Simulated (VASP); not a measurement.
# Ge in VASP: single point with PBEsol

Aim: the single point of Ge with PBEsol.

All numbers are computed with VASP 6.6.1; they aren't measurements. Logs are shortened: lines on timing, memory, paths and dates and some standing lists are left out, and cuts for length are marked.

## Step 1: The cell of the first run

The cell holds a slab with vacuum, 32 atoms: a = 8.026 Å, b = 8.026 Å, c = 23.932 Å, α = 90.00°, β = 90.00°, γ = 90.00°.

## Step 2: Single point, PBEsol

INCAR

```
ALGO = Normal
EDIFF = 1E-7
ENCUT = 520
GGA = PS
ISIF = 2
ISMEAR = -1
KPAR = 2
LASPH = T
LCHARG = F
LREAL = Auto
LWAVE = F
NBANDS = 246
NELM = 100
PREC = Accurate
SIGMA = 0.05
```

KPOINTS

```
k-points
0
Gamma
  3 3 1
```

POSCAR

```
Ge
1.0
    5.6755920000      5.6755920000      0.0000000000
   -5.6755920000      5.6755920000      0.0000000000
    0.0000000000      0.0000000000     23.9322860000
Ge
32
Direct
    0.9769090000      0.0864820000      0.2815680000
    0.0033460000      0.9819670000      0.5342230000
    0.4816450000      0.4238440000      0.2843510000
    0.4860020000      0.5192950000      0.5253130000
    0.2113050000      0.0057170000      0.3461890000
    0.2555970000      0.9959600000      0.5946590000
    0.7158640000      0.4939130000      0.3510640000
    0.7367650000      0.5038670000      0.5836820000
    0.9807820000      0.3772310000      0.3223130000
    0.9893380000      0.4943820000      0.5243940000
    0.4761750000      0.1264460000      0.3195660000
    0.5047870000      0.0039540000      0.5339020000
    0.2515450000      0.4874950000      0.3534560000
    0.2353860000      0.5086920000      0.5848420000
    0.7464040000      0.0139390000      0.3496140000
    0.7549210000      0.9944360000      0.5946910000
    0.2442580000      0.7545170000      0.4056910000
    0.2890010000      0.7443360000      0.6540310000
    0.7658720000      0.2462170000      0.4160990000
    0.7807470000      0.2574980000      0.6487320000
    0.0161420000      0.2305390000      0.4749430000
    0.0147260000      0.3263440000      0.7158440000
    0.4962420000      0.7682180000      0.4661670000
    0.5233550000      0.6642170000      0.7187560000
    0.2669510000      0.2416810000      0.4152780000
    0.2454050000      0.2626100000      0.6471730000
    0.7445570000      0.7558050000      0.4056850000
    0.7538250000      0.7358270000      0.6505260000
    0.9952410000      0.7465980000      0.4663110000
    0.0238890000      0.6237540000      0.6809820000
    0.5131120000      0.2560790000      0.4756580000
    0.5157640000      0.3733320000      0.6783680000
```

Potentials or basis: VASP PAW PBE potentials, release 64 (Ge_d).

Run with:

```bash
$ cat potpaw_PBE.64/Ge_d/POTCAR > POTCAR
$ mpirun -np 4 vasp_std > vasp.out
```

OUTCAR:

```text
EDIFF = 1E-7
   ENCUT = 520
   GGA = PS
   ISIF = 2
   ISMEAR = -1
   LASPH = T
   LREAL = Auto
   NELM = 100
   PREC = Accurate

 ion  position               nearest neighbor table
   1  0.977  0.086  0.282-   5 2.52   9 2.53  15 2.53
   2  0.003  0.982  0.534-  21 2.45  16 2.47   6 2.49  29 2.49
   3  0.482  0.424  0.284-   7 2.53  13 2.53  11 2.53
   4  0.486  0.519  0.525-  31 2.43  23 2.45   8 2.45  14 2.47
   5  0.211  0.006  0.346-  11 2.42  17 2.48   1 2.52  25 2.55
   6  0.256  0.996  0.595-  12 2.47  26 2.48  18 2.48   2 2.49
   7  0.716  0.494  0.351-   9 2.42  27 2.49   3 2.53  19 2.56
   8  0.737  0.504  0.584-   4 2.45  28 2.46  10 2.48  20 2.54
   9  0.981  0.377  0.322-   7 2.42  13 2.46   1 2.53
  10  0.989  0.494  0.524-  21 2.44  14 2.45  29 2.46   8 2.48
  11  0.476  0.126  0.320-   5 2.42  15 2.46   3 2.53
  12  0.505  0.004  0.534-  31 2.46   6 2.47  16 2.48  23 2.49
  13  0.252  0.487  0.353-   9 2.46  25 2.47  17 2.48   3 2.53
  14  0.235  0.509  0.585-  10 2.45   4 2.47  26 2.48  18 2.55
  15  0.746  0.014  0.350-  19 2.46  11 2.46  27 2.47   1 2.53
  16  0.755  0.994  0.595-   2 2.47  28 2.47  12 2.48  20 2.48
  17  0.244  0.755  0.406-  29 2.47  13 2.48   5 2.48  23 2.49
  18  0.289  0.744  0.654-  30 2.43   6 2.48  24 2.52  14 2.55
  19  0.766  0.246  0.416-  15 2.46  21 2.46  31 2.48   7 2.56
  20  0.781  0.257  0.649-  32 2.43  16 2.48  22 2.53   8 2.54
  21  0.016  0.231  0.475-  10 2.44   2 2.45  19 2.46  25 2.47
  22  0.015  0.326  0.716-  26 2.53  30 2.53  20 2.53
  23  0.496  0.768  0.466-   4 2.45  27 2.47  17 2.49  12 2.49
  24  0.523  0.664  0.719-  18 2.52  32 2.53  28 2.53
  25  0.267  0.242  0.415-  31 2.45  13 2.47  21 2.47   5 2.55
  26  0.245  0.263  0.647-  32 2.46  14 2.48   6 2.48  22 2.53
  27  0.745  0.756  0.406-  23 2.47  15 2.47  29 2.48   7 2.49
  28  0.754  0.736  0.651-  30 2.46   8 2.46  16 2.47  24 2.53
  29  0.995  0.747  0.466-  10 2.46  17 2.47  27 2.48   2 2.49
  30  0.024  0.624  0.681-  18 2.43  28 2.46  22 2.53
  31  0.513  0.256  0.476-   4 2.43  25 2.45  12 2.46  19 2.48
  32  0.516  0.373  0.678-  20 2.43  26 2.46  24 2.53

  LATTYP: Found a simple tetragonal cell.
 ALAT       =     8.0264991809
 C/A-ratio  =     2.9816593088

  Lattice vectors:

 A1 = (   5.6755920000,   5.6755920000,   0.0000000000)
 A2 = (  -5.6755920000,   5.6755920000,   0.0000000000)
 A3 = (   0.0000000000,   0.0000000000,  23.9322860000)

Analysis of symmetry for initial positions (statically):
=====================================================================
 Subroutine PRICEL returns:
 Original cell was already a primitive cell.

 Routine SETGRP: Setting up the symmetry group for a
 simple tetragonal supercell.

 Subroutine GETGRP returns: Found  1 space group operations
 (whereof  1 operations were pure point group operations)
 out of a pool of 16 trial point group operations.

The static configuration has the point symmetry C_1 .

Analysis of symmetry for dynamics (positions and initial velocities):
=====================================================================
 Subroutine PRICEL returns:
 Original cell was already a primitive cell.

 Routine SETGRP: Setting up the symmetry group for a
 simple tetragonal supercell.

 Subroutine GETGRP returns: Found  1 space group operations
 (whereof  1 operations were pure point group operations)
 out of a pool of 16 trial point group operations.

The dynamic configuration has the point symmetry C_1 .

 Subroutine INISYM returns: Found  1 space group operations
 (whereof  1 operations are pure point group operations),
 and found     1 'primitive' translations

----------------------------------------------------------------------------------------

                                     Primitive cell

  volume of cell :    1541.8301

  direct lattice vectors                    reciprocal lattice vectors
     5.675592000  5.675592000  0.000000000     0.088096537  0.088096537  0.000000000
    -5.675592000  5.675592000  0.000000000    -0.088096537  0.088096537  0.000000000
     0.000000000  0.000000000 23.932286000     0.000000000  0.000000000  0.041784558

  length of vectors
     8.026499181  8.026499181 23.932286000     0.124587317  0.124587317  0.041784558

  position of ions in fractional coordinates (direct lattice)
     0.976909000  0.086482000  0.281568000
     0.003346000  0.981967000  0.534223000
     0.481645000  0.423844000  0.284351000
     0.486002000  0.519295000  0.525313000
     0.211305000  0.005717000  0.346189000
     0.255597000  0.995960000  0.594659000
[... 24 lines left out ...]
     0.513112000  0.256079000  0.475658000
     0.515764000  0.373332000  0.678368000

  ion indices of the primitive-cell ions
   primitive index   ion index
                 1           1
                 2           2
                 3           3
                 4           4
                 5           5
                 6           6
[... 24 lines left out ...]
                31          31
                32          32

----------------------------------------------------------------------------------------

 KPOINTS: k-points

Automatic generation of k-mesh.
 Grid dimensions read from file:
 generate k-points for:    3    3    1

 Generating k-lattice:

  Cartesian coordinates                     Fractional coordinates (reciprocal lattice)
     0.029365512  0.029365512  0.000000000     0.333333333  0.000000000  0.000000000
    -0.029365512  0.029365512  0.000000000     0.000000000  0.333333333  0.000000000
     0.000000000  0.000000000  0.041784558     0.000000000  0.000000000  1.000000000

  Length of vectors
     0.041529106  0.041529106  0.041784558

  Shift w.r.t. Gamma in fractional coordinates (k-lattice)
     0.000000000  0.000000000  0.000000000

 Subroutine IBZKPT returns following result:
 ===========================================

 Found      5 irreducible k-points:

 Following reciprocal coordinates:
            Coordinates               Weight
  0.000000  0.000000  0.000000      1.000000
  0.333333  0.000000  0.000000      2.000000
  0.000000  0.333333  0.000000      2.000000
  0.333333  0.333333  0.000000      2.000000
 -0.333333  0.333333  0.000000      2.000000
   k-points           NKPTS =      5   k-points in BZ     NKDIM =      5   number of bands    NBANDS=    246
   number of dos      NEDOS =    301   number of ions     NIONS =     32
   total plane-waves  NPLWV = 648000
   dimension x,y,z NGX =    60 NGY =   60 NGZ =  180
   dimension x,y,z NGXF=   120 NGYF=  120 NGZF=  360
   ions per type =              32
   NGX,Y,Z   is equivalent  to a cutoff of  12.43, 12.43, 12.50 a.u.
   NGXF,Y,Z  is equivalent  to a cutoff of  24.85, 24.85, 25.01 a.u.
 SYSTEM =  unknown system
   PREC   = accura    normal or accurate (medium, high low for compatibility)
   ISTART =      0    job   : 0-new  1-cont  2-samecut
   ICHARG =      2    charge: 1-file 2-atom 10-const
   ISPIN  =      1    spin polarized calculation?
   LNONCOLLINEAR =      F non collinear calculations
   LSORBIT =      F    spin-orbit coupling
   LASPH  =      T    aspherical Exc in radial PAW
   ENCUT  =  520.0 eV  38.22 Ry    6.18 a.u.  14.92 14.92 44.50*2*pi/ulx,y,z
   NELM   =    100;   NELMIN=  2; NELMDL= -5     # of ELM steps
   EDIFF  = 0.1E-06   stopping-criterion for ELM
   LREAL  =      T    real-space projection
   EDIFFG = 0.1E-05   stopping-criterion for IOM
   NSW    =      0    number of steps for IOM
   IBRION =     -1    ionic relax: 0-MD 1-quasi-New 2-CG
   NFREE  =      0    steps in history (QN), initial steepest desc. (CG)
   ISIF   =      2    stress and relaxation
   ISYM   =      2    0-nonsym 1-usesym 2-fastsym
   POTIM  = 0.5000    time-step for ionic-motion
   TEBEG  =    0.0;   TEEND  =   0.0 temperature during run
   PSTRESS=    0.0 pullay stress
   NELECT =     448.0000    total number of electrons
   NUPDOWN=      -1.0000    fix difference up-down
   EMIN   =  10.00;   EMAX   =-10.00  energy-range for DOS
   EFERMI =   0.00;   METHOD = LEGACY
   ISMEAR =    -1;   SIGMA  =   0.05  broadening in eV -4-tet -1-fermi 0-gaus
   EFERMI_NEDOS =   21; number of points for ismear=-14 and -15
   IALGO  =     38    algorithm
   IMIX   =      4    mixing-type and parameters
     AMIX     =   0.40;   BMIX     =  1.00
     AMIX_MAG =   1.60;   BMIX_MAG =  1.00
  volume/ion in A,a.u.               =      48.18       325.15
  Fermi-wavevector in a.u.,A,eV,Ry     =   1.084315  2.049058 15.996891  1.175738
  Thomas-Fermi vector in A             =   2.220402
   LORBIT       =      0    0 simple, 1 ext, 2 COOP (PROOUT), +10 PAW based schemes
   GGA     = PS    functional components
   LHFCALC =     F    Hartree Fock is set to
   AEXX    =    0.0000 exact exchange contribution
   IVDW    =     0    specifies the selected vdW correction
   LEPSILON=     F    determine dielectric tensor
   LRPA    =     F    only Hartree local field effects (RPA)
 non-spin polarized calculation
  energy-cutoff  :      520.00
  volume of cell :     1541.83
 maximum number of plane-waves:     41565
   NGX = 29   NGY = 29   NGZ = 89

 number of electron     448.0000080 magnetization

 Free energy of the ion-electron system (eV)
  ---------------------------------------------------
  ext. energy  EPLUGINS =         0.00000000
  ---------------------------------------------------
  free energy    TOTEN  =      -150.17987136 eV

  energy without entropy =     -150.16108409  energy(sigma->0) =     -150.17047773

 E-fermi :  -0.3110     XC(G=0):  -5.3718

 val. band max:       -0.4466084606   @ k =   0.0000   0.3333   0.0000
 cond. band min:      -0.1953595016   @ k =   0.0000   0.0000   0.0000
 fundamental gap:      0.2512489590
 Fermi energy:        -0.3109535450

 k-point     1 :       0.0000    0.0000    0.0000
  band No.  band energies     occupation
      1     -24.9151      2.00000
      2     -24.9133      2.00000
      3     -24.9035      2.00000
      4     -24.8995      2.00000
      5     -24.8733      2.00000
      6     -24.8695      2.00000
[... 228 lines left out ...]
    235       1.2580      0.00000
    236       1.2589      0.00000

 k-point     2 :       0.3333    0.0000    0.0000
  band No.  band energies     occupation
      1     -24.9150      2.00000
      2     -24.9132      2.00000
      3     -24.9034      2.00000
      4     -24.8994      2.00000
      5     -24.8736      2.00000
      6     -24.8699      2.00000
[... 228 lines left out ...]
    235       1.6441      0.00000
    236       1.7366      0.00000

 k-point     3 :       0.0000    0.3333    0.0000
  band No.  band energies     occupation
      1     -24.9151      2.00000
      2     -24.9133      2.00000
      3     -24.9035      2.00000
      4     -24.8995      2.00000
      5     -24.8735      2.00000
      6     -24.8693      2.00000
[... 228 lines left out ...]
    235       1.5708      0.00000
    236       1.6196      0.00000

 k-point     4 :       0.3333    0.3333    0.0000
  band No.  band energies     occupation
      1     -24.9150      2.00000
      2     -24.9132      2.00000
      3     -24.9034      2.00000
      4     -24.8994      2.00000
      5     -24.8737      2.00000
      6     -24.8699      2.00000
[... 228 lines left out ...]
    235       1.9248      0.00000
    236       1.9934      0.00000

 k-point     5 :      -0.3333    0.3333    0.0000
  band No.  band energies     occupation
      1     -24.9150      2.00000
      2     -24.9132      2.00000
      3     -24.9034      2.00000
      4     -24.8994      2.00000
      5     -24.8737      2.00000
      6     -24.8699      2.00000
[... 228 lines left out ...]
    235       1.9381      0.00000
    236       2.0553      0.00000
 [bands above 236 left out]

------------------------ aborting loop because EDIFF is reached ----------------------------------------

  FORCE on cell =-STRESS in cart. coord.  units (eV):
  Direction    XX          YY          ZZ          XY          YZ          ZX
  --------------------------------------------------------------------------------------
  -------------------------------------------------------------------------------------
  Total       -5.3920812     -5.1080288     -0.2066338      0.9449023     -0.2771856     -0.0293842
  in kB       -5.6031274     -5.3079571     -0.2147214      0.9818857     -0.2880347     -0.0305343
  external PRESSURE =      -3.7086020 kB  Pullay stress =       0.0000000 kB

 VOLUME and BASIS-vectors are now :
 -----------------------------------------------------------------------------
  energy-cutoff  :      520.00
  volume of cell :     1541.83
      direct lattice vectors                 reciprocal lattice vectors
     5.675592000  5.675592000  0.000000000     0.088096537  0.088096537  0.000000000
    -5.675592000  5.675592000  0.000000000    -0.088096537  0.088096537  0.000000000
     0.000000000  0.000000000 23.932286000     0.000000000  0.000000000  0.041784558

 POSITION                                       TOTAL-FORCE (eV/Angst)
 -----------------------------------------------------------------------------------
      5.05370      6.03537      6.73857        -0.010258      0.006845     -0.000173
     -5.55425      5.59223     12.78518         0.008057     -0.002611     -0.003136
      0.32805      5.13919      6.80517         0.004439     -0.004672     -0.005958
     -0.18896      5.70566     12.57194        -0.009730      0.014190     -0.007733
      1.16683      1.23173      8.28509         0.011289     -0.003734      0.007415
     -4.20200      7.10333     14.23155         0.001941      0.006314      0.003872
[... 24 lines left out ...]
      1.45881      4.36561     11.38358         0.007435     -0.009142     -0.001385
      0.80839      5.04615     16.23490         0.001970     -0.014721      0.012479
 -----------------------------------------------------------------------------------
    total drift:                               -0.002850     -0.006087      0.006842

  FREE ENERGIE OF THE ION-ELECTRON SYSTEM (eV)
  ---------------------------------------------------
  free  energy   TOTEN  =      -150.1798713578 eV

  energy  without entropy=     -150.1610840932  energy(sigma->0) =     -150.17047773
```

Run time: 23 min. Hardware: 4 MPI ranks of Intel Xeon Platinum 8488C (Sapphire Rapids), shared host; peak memory 1.1 GiB.

What came out:

| Quantity | Value |
| --- | --- |
| Free energy | -150.1799 eV |
| Largest force | 0.033 eV/Å |
| Band gap on the k mesh | 0.25 eV |

Forces in eV/Å, atoms in the order of the input:
```
Ge  -0.010  0.007  0.000
Ge   0.008 -0.003 -0.003
Ge   0.004 -0.005 -0.006
Ge  -0.010  0.014 -0.008
Ge   0.011 -0.004  0.007
Ge   0.002  0.006  0.004
Ge   0.002 -0.002  0.001
Ge   0.013  0.016 -0.009
Ge   0.009  0.017 -0.016
Ge  -0.003  0.007 -0.002
Ge   0.000  0.028  0.003
Ge   0.001  0.003 -0.001
Ge  -0.005  0.010 -0.009
Ge   0.008 -0.018  0.004
Ge   0.019 -0.010  0.001
Ge  -0.003 -0.001  0.003
Ge  -0.002 -0.006 -0.003
Ge  -0.016  0.005 -0.008
Ge  -0.026 -0.008  0.019
Ge   0.007  0.000  0.017
Ge   0.003 -0.008  0.003
Ge  -0.004 -0.002  0.014
Ge  -0.006  0.006  0.001
Ge   0.008 -0.011 -0.006
Ge  -0.007 -0.001  0.007
Ge   0.006  0.005  0.000
Ge   0.002  0.000 -0.003
Ge  -0.016  0.008 -0.004
Ge   0.000 -0.003  0.000
Ge  -0.001 -0.029 -0.016
Ge   0.007 -0.009 -0.001
Ge   0.002 -0.015  0.012
```

Levels at points of the mesh, in eV from the valence-band top:
| k point | band 220 | band 221 | band 222 | band 223 | band 224 | band 225 | band 226 | band 227 | band 228 | band 229 |
| --- | --- | --- | --- | --- | --- | --- | --- | --- | --- | --- |
| (0.00, 0.00, 0.00) | -0.49 | -0.36 | -0.34 | -0.23 | 0.00 | 0.25 | 0.45 | 0.57 | 0.72 | 0.86 |

Caveat: there is no dipole correction, which matters where the two faces differ; the PAW data sets were made with another functional, which shifts forces and pressure a little.
